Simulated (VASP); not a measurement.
Set up this calculation in VASP 6.6.1, as the native input.

| Property | Result |
| --- | --- |
| Task | single point |
| Functional | PBEsol |
| Potentials or basis | VASP PAW PBE potentials, release 64 (K_sv) |
| Cutoff | 520 eV |
| k mesh | 12 × 12 × 12 |
| Occupations | gaussian, width 0.1 eV |
| Spin | no spin polarisation |
| Dipole correction | no |
| Further INCAR settings | ALGO = Fast; EDIFF = 1e-07; NBANDS = 16 |

The structure of K lies in POSCAR:

```
K
1.0
   -2.1605463782      2.1605463782      7.6311839122
    2.1605463782     -2.1605463782      7.6311839122
    2.1605463782      2.1605463782     -7.6311839122
K
2
Direct
    0.2500000000      0.7500000000      0.5000000000
    0.5000000000      0.5000000000      0.0000000000
```

This cell differs from its parent crystal: strained.

The input as run:

INCAR

```
SYSTEM = K
  ALGO = Fast
  EDIFF = 1E-7
  ENCUT = 520
  GGA = PS
  ISIF = 2
  ISMEAR = 0
  LASPH = .TRUE.
  LCHARG = .FALSE.
  LREAL = .FALSE.
  LWAVE = .FALSE.
  NBANDS = 16
  NELM = 60
  PREC = Accurate
  SIGMA = 0.1
```

KPOINTS

```
k-points
0
G
  12 12 12
  0 0 0
```

Potentials or basis: VASP PAW PBE potentials, release 64 (K_sv).

Command:

```console
$ cat potpaw_PBE.64/K_sv/POTCAR > POTCAR
$ mpirun -np 1 vasp_std > vasp.out
```

Results of the run:

The pressure is 0.1 GPa and the band gap on the k mesh is zero (bands 9 and 10 overlap by 2.76 eV).

Caveat: the cell differs from its parent crystal (strained); the PAW data sets were made with another functional, which shifts forces and pressure a little.

Run time: 16 min on 1 thread of Intel(R) Xeon(R) 6975P-C (Granite Rapids) (shared host), peak memory 0.74 GiB.
